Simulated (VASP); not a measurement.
A run of VASP 6.6.1:

File POSCAR:

```
BaTiO3
1.0
   -3.9989180700      0.0000000000      0.0000000000
    0.0000000000     -2.8476018500      2.8563843900
    0.0000000000      5.6952037000      5.7127687800
Ba Ti O
2 2 6
Direct
    0.0000000000      0.0000000000      0.0000000000
    0.0000000000      0.0000000000      0.5000000000
    0.5000000000      0.5079000000      0.2539500000
    0.5000000000      0.5079000000      0.7539500000
    0.0000000000      0.4921000000      0.2460500000
    0.0000000000      0.4921000000      0.7460500000
    0.5000000000      0.9937100000      0.2512550000
    0.5000000000      0.9937100000      0.7512550000
    0.5000000000      0.5025100000      0.4968550000
    0.5000000000      0.5025100000      0.9968550000
```

File INCAR.step1:

```
SYSTEM = BaTiO3
PREC = Accurate
ENCUT = 520
ISMEAR = -1
SIGMA = 0.0895
LREAL = .False.
LASPH = .True.
NELM = 60
NBANDS = 51
GGA = PE
ALGO = Normal
EDIFF = 1E-4
LWAVE = .True.
LCHARG = .False.
```

INCAR.step2

```
SYSTEM = BaTiO3
PREC = Accurate
ENCUT = 520
EDIFF = 1E-7
ISMEAR = -1
SIGMA = 0.0895
LREAL = .False.
LASPH = .True.
NELM = 60
ALGO = Normal
ISIF = 2
LWAVE = .False.
LCHARG = .False.
METAGGA = R2SCAN
LMIXTAU = .True.
NBANDS = 51
ISTART = 1
```

The input KPOINTS:

```
Automatic mesh
0
Gamma
  7 6 3
  0 0 0
```

Potentials or basis: VASP PAW PBE potentials, release 64 (Ba_sv, Ti_sv, O).

Command:

```console
$ cat potpaw_PBE.64/Ba_sv/POTCAR potpaw_PBE.64/Ti_sv/POTCAR potpaw_PBE.64/O/POTCAR > POTCAR
$ cp INCAR.step1 INCAR
$ mpirun -np 1 vasp_std > vasp.out
$ cp INCAR.step2 INCAR
$ mpirun -np 1 vasp_std > vasp.out
```

Hardware: 1 thread of Oxide Virtual Turin-like Processor (shared host).

Question: Estimate the wall time of this run.

Answer: Run time: 29 min on 1 thread of Oxide Virtual Turin-like Processor (shared host), peak memory 0.35 GiB. Counts: k points 40.
